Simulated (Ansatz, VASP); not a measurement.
# Ag in VASP and in Ansatz

```xyz
1
Lattice="0.0000 2.0427 2.0427 2.0427 0.0000 2.0427 2.0427 2.0427 0.0000" Properties=species:S:1:pos:R:3 pbc="T T T"
Ag    0.0000    0.0000    0.0000
```

Alike in both runs: functional SVWN5; k mesh 7 × 7 × 7; occupations fermi-dirac, width 0.025 eV; collinear spin.

```csv
,VASP,Ansatz
version,VASP 6.6.1,Ansatz 0.2.0
potentials or method,"VASP PAW PBE potentials, release 64 (Ag)",PseudoDojo standard (LDA files)
plane-wave cutoff (eV),520,1170
valence electrons in the cell,11,19
task,single point,density of states
```

|  | VASP | Ansatz | Ansatz less VASP |
| --- | --- | --- | --- |
| gap on the k mesh at the Fermi level (eV) | none | none | - |
| pressure (GPa) | -7.9 | -7.8 | +0.17 |
| net moment per atom (μB) | 0.00 | 0.00 | -0.004 |

VASP's potentials were made for PBE, not for SVWN5. A gap of «none» marks a metal or a gap that the smearing closes. With one functional, cell and mesh, what is left measures potentials, basis and numerics. VASP's potentials hold 11 valence electrons a cell and Ansatz's 19, so a difference there can come from the potentials and not from the codes.

The k mesh is coarse, so the values compare programs but aren't converged.
